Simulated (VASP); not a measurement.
Here is a VASP 6.6.1 calculation.

The input INCAR:

```
PREC     = Accurate       # precision mode
ENCUT    = 520            # plane-wave cutoff, eV
EDIFF    = 1E-7           # SCF threshold, eV
ISMEAR   = -1             # smearing method
SIGMA    = 0.05           # smearing width, eV
LREAL    = F              # projectors in reciprocal space
LASPH    = T              # aspherical terms in the spheres
NELM     = 60             # most SCF steps
ALGO     = Normal         # electronic algorithm
ISIF     = 2              # what is computed and relaxed
LWAVE    = F              # write WAVECAR
LCHARG   = F              # write CHGCAR
GGA      = PE             # functional
NBANDS   = 17             # bands
```

Contents of KPOINTS:

```
regular mesh
0
Gamma
  8 8 8
```

POSCAR

```
PbS
1.0
    2.0841087231      1.2032607323      3.4052630159
   -2.0841087231      1.2032607323      3.4052630159
    0.0000000000     -2.4065214646      3.4052630159
Pb S
1 1
Direct
    0.9805657800      0.9805657800      0.9805657800
    0.4750355500      0.4750355500      0.4750355500
```

Potentials or basis: VASP PAW PBE potentials, release 64 (Pb_d, S).

Command:

```sh
$ cat potpaw_PBE.64/Pb_d/POTCAR potpaw_PBE.64/S/POTCAR > POTCAR
$ mpirun -np 1 vasp_std > vasp.out
```

(1) Estimate the largest force.

(2) Estimate the pressure.

## Answers

(1) 0.041 eV/Å.

(2) 3.4 GPa.
